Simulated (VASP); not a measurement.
Wanted: the native input for a VASP 6.6.1 run.

```
Task                   : electric field gradients
Functional             : PBE
Potentials or basis    : VASP PAW PBE potentials, release 64 (Ta_pv)
Cutoff                 : 400 eV
k mesh                 : 17 × 17 × 17
Occupations            : fermi-dirac, width 0.08 eV
Spin                   : no spin polarisation
Dipole correction      : no
Further INCAR settings : ALGO = Normal; EDIFF = 1e-08; NBANDS = 12
```

The structure of Ta lies in POSCAR:

```
Ta
1.0
   -1.6512800000      1.6512800000      1.6017416000
    1.6512800000     -1.6512800000      1.6017416000
    1.6512800000      1.6512800000     -1.6017416000
Ta
1
Direct
    0.0000000000      0.0000000000      0.0000000000
```

This cell differs from its parent crystal: zz strain of -3 %.

One way to write it, as run:

INCAR

```
SYSTEM = Ta
ALGO = Normal ; EDIFF = 1E-8
ENCUT = 400 ; GGA = PE
GGA_COMPAT = .FALSE. ; ISIF = 2
ISMEAR = -1 ; LASPH = .TRUE.
LCHARG = .FALSE. ; LEFG = .TRUE.
LREAL = .FALSE. ; LWAVE = .FALSE.
NBANDS = 12 ; NELM = 120
PREC = Accurate ; SIGMA = 0.08
```

KPOINTS

```
k-points
0
G
  17 17 17
  0 0 0
```

Potentials or basis: VASP PAW PBE potentials, release 64 (Ta_pv).

Launch:

```console
$ cat potpaw_PBE.64/Ta_pv/POTCAR > POTCAR
$ mpirun -np 1 vasp_std > vasp.out
```

It gave:

The pressure is 10.1 GPa.

Caveat: the cell differs from its parent crystal (zz strain of -3 %); without QUAD_EFG the Cq values of the log hold for a quadrupole moment of 1 mb, not for the nuclei.

It took 33 s on 1 thread of Intel Xeon 6975P-C (shared host), peak memory 0.17 GiB.
